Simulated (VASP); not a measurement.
# CaB6 in VASP: notebook, part 2 of 2

VASP 6.6.1. The steps go on from the part before.

## (3) Single point, PBE

Input file INCAR:

```
ALGO = Normal
EDIFF = 1E-6
ENCUT = 520
GGA = PE
ISIF = 2
ISMEAR = 0
LASPH = True
LCHARG = False
LREAL = False
LWAVE = False
NBANDS = 23
NELM = 60
PREC = Accurate
SIGMA = 0.02
```

Input file KPOINTS:

```
k-points
0
Gamma
  6 6 6
```

Input file POSCAR:

```
CaB6
1.0
    3.1442275232     -3.1451367069      0.0158367847
    3.1442275232      3.1451367069      0.0158367847
   -0.0223025271      0.0000000000      4.2680330554
Ca B
1 6
Direct
    0.0000000000      0.0000000000      0.0000000000
    0.4999634232      0.4999634232      0.3022828721
    0.5000365768      0.5000365768      0.6977171279
    0.7802941686      0.5000487737      0.0000735081
    0.4999512263      0.2197058314      0.9999264919
    0.5000487737      0.7802941686      0.0000735081
    0.2197058314      0.4999512263      0.9999264919
```

Potentials or basis: VASP PAW PBE potentials, release 64 (Ca_sv, B).

Launch:

```bash
$ cat potpaw_PBE.64/Ca_sv/POTCAR potpaw_PBE.64/B/POTCAR > POTCAR
$ mpirun -np 1 vasp_std > vasp.out
```

OUTCAR:

```text
EDIFF = 1E-6
   ENCUT = 520
   GGA = PE
   ISIF = 2
   ISMEAR = 0
   LASPH = True
   LREAL = False
   NELM = 60
   PREC = Accurate

 ion  position               nearest neighbor table
   1  0.000  0.000  0.000-   4 2.43   5 2.43   6 2.43   7 2.43   6 2.43   4 2.43   7 2.43   5 2.43

   2  0.500  0.500  0.302-   3 1.69   5 1.79   7 1.79   6 1.79   4 1.79
   3  0.500  0.500  0.698-   2 1.69   4 1.79   6 1.79   5 1.79   7 1.79
   4  0.780  0.500  0.000-   6 1.76   5 1.76   3 1.79   2 1.79   7 1.95   1 2.43   1 2.43
   5  0.500  0.220  1.000-   7 1.76   4 1.76   2 1.79   3 1.79   6 1.95   1 2.43   1 2.43
   6  0.500  0.780  0.000-   4 1.76   7 1.76   3 1.79   2 1.79   5 1.95   1 2.43   1 2.43
   7  0.220  0.500  1.000-   5 1.76   6 1.76   2 1.79   3 1.79   4 1.95   1 2.43   1 2.43

  LATTYP: Found a base centered monoclinic cell.
 ALAT       =     6.2885348123
 B/A-ratio  =     1.0002764716
 C/A-ratio  =     0.6787099783
 COS(beta)  =    -0.0001886956

  Lattice vectors:

 A1 = (   3.1442275232,  -3.1451367069,   0.0158367847)
 A2 = (   3.1442275232,   3.1451367069,   0.0158367847)
 A3 = (  -0.0223025271,   0.0000000000,   4.2680330554)

Analysis of symmetry for initial positions (statically):
=====================================================================
 Subroutine PRICEL returns:
 Original cell was already a primitive cell.

 Routine SETGRP: Setting up the symmetry group for a
 base centered monoclinic supercell.

 Subroutine GETGRP returns: Found  4 space group operations
 (whereof  4 operations were pure point group operations)
 out of a pool of  4 trial point group operations.

The static configuration has the point symmetry C_2h.

Analysis of symmetry for dynamics (positions and initial velocities):
=====================================================================
 Subroutine PRICEL returns:
 Original cell was already a primitive cell.

 Routine SETGRP: Setting up the symmetry group for a
 base centered monoclinic supercell.

[... 133 lines left out ...]
     AMIX     =   0.40;   BMIX     =  1.00
     AMIX_MAG =   1.60;   BMIX_MAG =  1.00
  volume/ion in A,a.u.               =      12.06        81.38
  Fermi-wavevector in a.u.,A,eV,Ry     =   1.133235  2.141503 17.472892  1.284221
  Thomas-Fermi vector in A             =   2.269937
   LORBIT       =      0    0 simple, 1 ext, 2 COOP (PROOUT), +10 PAW based schemes
   GGA     = PE    functional components
   LHFCALC =     F    Hartree Fock is set to
   AEXX    =    0.0000 exact exchange contribution
   IVDW    =     0    specifies the selected vdW correction
   LEPSILON=     F    determine dielectric tensor
   LRPA    =     F    only Hartree local field effects (RPA)
 non-spin polarized calculation
 Gauss-broadening in eV      SIGMA  =   0.02
  energy-cutoff  :      520.00
  volume of cell :       84.42
 maximum number of plane-waves:      2296
 NGX is ok and might be reduce to    36
   NGX = 17   NGY = 17   NGZ = 15

 number of electron      27.9999999 magnetization

 Free energy of the ion-electron system (eV)
  ---------------------------------------------------
  ext. energy  EPLUGINS =         0.00000000
  ---------------------------------------------------
  free energy    TOTEN  =       -42.30114066 eV

  energy without entropy =      -42.30114066  energy(sigma->0) =      -42.30114066

 E-fermi :   3.1542     XC(G=0):  -9.4483

 val. band max:        3.0408679590   @ k =   0.5000   0.0000   0.0000
 cond. band min:       4.3747838762   @ k =   0.5000   0.0000   0.0000
 fundamental gap:      1.3339159172
 Fermi energy:         3.1542056052

 k-point     1 :       0.0000    0.0000    0.0000
  band No.  band energies     occupation
      1     -36.8300      2.00000
      2     -18.0320      2.00000
      3     -18.0179      2.00000
      4     -18.0172      2.00000
      5     -10.8376      2.00000
      6      -3.2120      2.00000
[... 613 lines left out ...]
     22       9.8899      0.00000
     23      10.4824      0.00000

 [... further k-points ...]
[... 5 lines left out ...]
  --------------------------------------------------------------------------------------
  -------------------------------------------------------------------------------------
  Total        0.1838131      0.1412692     -0.0174401      0.0000000      0.0000000      0.0011967
  in kB        3.4887057      2.6812382     -0.3310060      0.0000000      0.0000000      0.0227136
  external PRESSURE =       1.9463127 kB  Pullay stress =       0.0000000 kB

 VOLUME and BASIS-vectors are now :
 -----------------------------------------------------------------------------
  energy-cutoff  :      520.00
  volume of cell :       84.42
      direct lattice vectors                 reciprocal lattice vectors
     3.144227523 -3.145136707  0.015836785     0.159017386 -0.158975602  0.000830942
     3.144227523  3.145136707  0.015836785     0.159017386  0.158975602  0.000830942
    -0.022302527  0.000000000  4.268033055    -0.001180087  0.000000000  0.234293800

 POSITION                                       TOTAL-FORCE (eV/Angst)
 -----------------------------------------------------------------------------------
      0.00000      0.00000      0.00000        -0.000000      0.000000      0.000000
      3.13726      0.00000      1.30599         0.003272      0.000000      0.002749
      3.12890      0.00000      2.99372        -0.003272      0.000000     -0.002749
      4.02569     -0.88141      0.02059         0.000287     -0.009521     -0.003066
      2.24046     -0.88141      4.27912        -0.000287     -0.009521      0.003066
      4.02569      0.88141      0.02059         0.000287      0.009521     -0.003066
      2.24046      0.88141      4.27912        -0.000287      0.009521      0.003066
 -----------------------------------------------------------------------------------
    total drift:                                0.000000      0.000000      0.000000

  FREE ENERGIE OF THE ION-ELECTRON SYSTEM (eV)
  ---------------------------------------------------
  free  energy   TOTEN  =       -42.3011406559 eV

  energy  without entropy=      -42.3011406559  energy(sigma->0) =      -42.30114066
```

OSZICAR:

```text
N       E                     dE             d eps       ncg     rms          rms(c)
DAV:   1     0.151948338381E+03    0.15195E+03   -0.12899E+04  3128   0.112E+03
DAV:   2    -0.387139291883E+02   -0.19066E+03   -0.18302E+03  3981   0.269E+02
DAV:   3    -0.466374517603E+02   -0.79235E+01   -0.78724E+01  4890   0.523E+01
DAV:   4    -0.469133964400E+02   -0.27594E+00   -0.27565E+00  5028   0.713E+00
DAV:   5    -0.469164222971E+02   -0.30259E-02   -0.30257E-02  4498   0.756E-01    0.884E+00
DAV:   6    -0.431924743955E+02    0.37239E+01   -0.43384E+00  3823   0.105E+01    0.469E+00
DAV:   7    -0.422969434222E+02    0.89553E+00   -0.32279E+00  4213   0.786E+00    0.146E+00
DAV:   8    -0.423102673960E+02   -0.13324E-01   -0.57452E-01  4184   0.467E+00    0.541E-01
DAV:   9    -0.422941029220E+02    0.16164E-01   -0.80840E-02  4004   0.166E+00    0.234E-01
DAV:  10    -0.423003287857E+02   -0.62259E-02   -0.16448E-02  4140   0.609E-01    0.161E-01
DAV:  11    -0.423010740555E+02   -0.74527E-03   -0.32182E-03  3591   0.321E-01    0.529E-02
DAV:  12    -0.423011287177E+02   -0.54662E-04   -0.33243E-04  4491   0.111E-01    0.139E-02
DAV:  13    -0.423011398721E+02   -0.11154E-04   -0.27670E-05  3993   0.298E-02    0.978E-03
DAV:  14    -0.423011406559E+02   -0.78377E-06   -0.76616E-06  3884   0.153E-02
   1 F= -.42301141E+02 E0= -.42301141E+02  d E =-.118111E-17
```

Run time: 93 s. Hardware: 1 thread of Intel Xeon Platinum 8259CL at 2.50GHz (Skylake/Cascade Lake), shared host; peak memory 0.26 GiB.

What came out:

```yaml
Free_energy: -42.3011 eV
Pressure: 0.2 GPa
Largest_force: 0.010 eV/Å
Band_gap_on_the_k_mesh: 1.33 eV
```

Forces in eV/Å, atoms in the order of the input:
```
Ca   0.000  0.000  0.000
B    0.003  0.000  0.003
B   -0.003  0.000 -0.003
B    0.000 -0.010 -0.003
B    0.000 -0.010  0.003
B    0.000  0.010 -0.003
B    0.000  0.010  0.003
```

A k mesh can miss the band edges.

## (4) Relaxation of cell and atoms, PBE

Input file INCAR:

```
PREC = Accurate
ENCUT = 600
EDIFF = 1E-6
ISMEAR = 0
SIGMA = 0.02
LREAL = F
LASPH = T
NELM = 100
ALGO = Normal
ISIF = 3
LWAVE = F
LCHARG = F
GGA = PE
IBRION = 2
NSW = 100
EDIFFG = -0.01
```

Input file KPOINTS:

```
Automatic mesh
0
Gamma
  6 6 6
```

Input file POSCAR:

```
CaB6
1.0
    3.1425595244     -3.1442308368      0.0000000000
    3.1425595244      3.1442308368      0.0000000000
   -0.0437964992      0.0000000000      4.2697517459
Ca B
1 6
Direct
    0.0000000000      0.0000000000      0.0000000000
    0.5007489051      0.5007489051      0.3021388862
    0.4992510949      0.4992510949      0.6978611138
    0.7805562153      0.5000098964      0.0010026445
    0.4999901036      0.2194437847      0.9989973555
    0.5000098964      0.7805562153      0.0010026445
    0.2194437847      0.4999901036      0.9989973555
```

Launch:

```bash
$ cat potpaw_PBE.64/Ca_sv/POTCAR potpaw_PBE.64/B/POTCAR > POTCAR
$ mpirun -np 1 vasp_std > vasp.out
```

Run time: 5.2 min. Hardware: 1 thread of Intel Xeon Platinum 8259CL at 2.50GHz (Skylake/Cascade Lake), shared host; peak memory 0.29 GiB.

Results (log left out):

| Quantity | Value |
| --- | --- |
| Free energy | -42.3070 eV |
| Relaxed volume | 12.08 Å³/atom |
| Relaxed cell | a = 4.451 Å, b = 4.451 Å, c = 4.269 Å, α = 90.02°, β = 90.02°, γ = 90.00° |
| Space group after relaxing (to 0.1 Å) | P4/mmm (No. 123) |
| Energy gained by relaxing | 0.1 meV/atom |
| Ionic steps | 8 |
| Pressure after relaxing | 0.0 GPa |
| Largest force after relaxing | 0.006 eV/Å |
| Band gap on the k mesh | 1.34 eV |

Forces in eV/Å, atoms in the order of the input:
```
Ca   0.000  0.000  0.000
B   -0.001  0.000 -0.001
B    0.001  0.000  0.001
B    0.004 -0.004  0.002
B   -0.004 -0.004 -0.002
B    0.004  0.004  0.002
B   -0.004  0.004 -0.002
```

The path:
```tsv
step	energy change (eV)	largest force (eV/Å)	pressure (GPa)	volume (Å³)
1	0.0000	0.0322	0.20	84.38
2	-0.0004	0.0455	-0.09	84.56
3	-0.0004	0.0341	-0.05	84.53
4	-0.0005	0.0372	0.02	84.54
5	-0.0005	0.0232	0.01	84.54
6	-0.0007	0.0177	0.00	84.54
7	-0.0009	0.0285	0.00	84.56
8	-0.0009	0.0056	-0.04	84.56
```

Final structure:
```xyz
7
Lattice="3.1474 -3.1472 0.0155 3.1474 3.1472 0.0155 -0.0228 0.0000 4.2685" Properties=species:S:1:pos:R:3 pbc="T T T"
Ca    6.2719    0.0000    4.2996
B     3.1408    0.0000    1.3060
B     3.1312    0.0000    2.9937
B     4.0292   -0.8819    0.0199
B     2.2427   -0.8819    4.2797
B     4.0292    0.8819    0.0199
B     2.2427    0.8819    4.2797
```

Levels at points of the mesh, in eV from the valence-band top:
```csv
k point,band 11,band 12,band 13,band 14,band 15,band 16,band 17,band 18
"(0.00, 0.00, 0.00)",-4.54,-2.53,-0.24,-0.24,2.53,3.56,3.58,3.58
"(0.50, 0.00, 0.00)",-2.23,-1.93,-1.59,0.00,1.34,2.76,3.20,3.53
"(0.50, 0.50, 0.00)",-1.88,-1.88,-1.27,-1.27,1.48,2.57,2.67,3.43
"(0.00, 0.00, 0.50)",-2.47,-2.15,-2.15,-1.44,2.31,3.49,4.62,4.62
"(0.50, 0.00, 0.50)",-2.07,-1.92,-1.82,-1.38,2.46,3.03,3.59,4.67
"(0.50, 0.50, 0.50)",-3.66,-1.13,-1.05,-1.05,1.39,2.62,3.86,4.90
```

A k mesh can miss the band edges.

## (5) Summary

```csv
task,cell,k mesh,cutoff (eV),smearing,gap on the mesh (eV),pressure (GPa),largest force (eV/Å)
single point,"a = 4.445, b = 4.445, c = 4.270 Å, angles 90.4, 90.4, 90.0°, 7 atoms",6 × 6 × 4,520,gaussian 0.1 eV,1.33,0.2,0.02
single point,"a = 4.447, b = 4.447, c = 4.268 Å, 7 atoms",6 × 6 × 6,520,gaussian 0.02 eV,1.33,0.2,0.01
relaxation of cell and atoms,"relaxed from a = 4.445, b = 4.445, c = 4.270 Å, angles 90.4, 90.4, 90.0°, 7 atoms",6 × 6 × 6,600,gaussian 0.02 eV,1.34,0.0,0.01
```

Alike in all rows: level PBE; potentials or basis VASP PAW PBE potentials, release 64 (Ca_sv, B); no spin polarisation.

Total energies depend on the potentials used, so only differences within one code and one set of settings carry meaning.
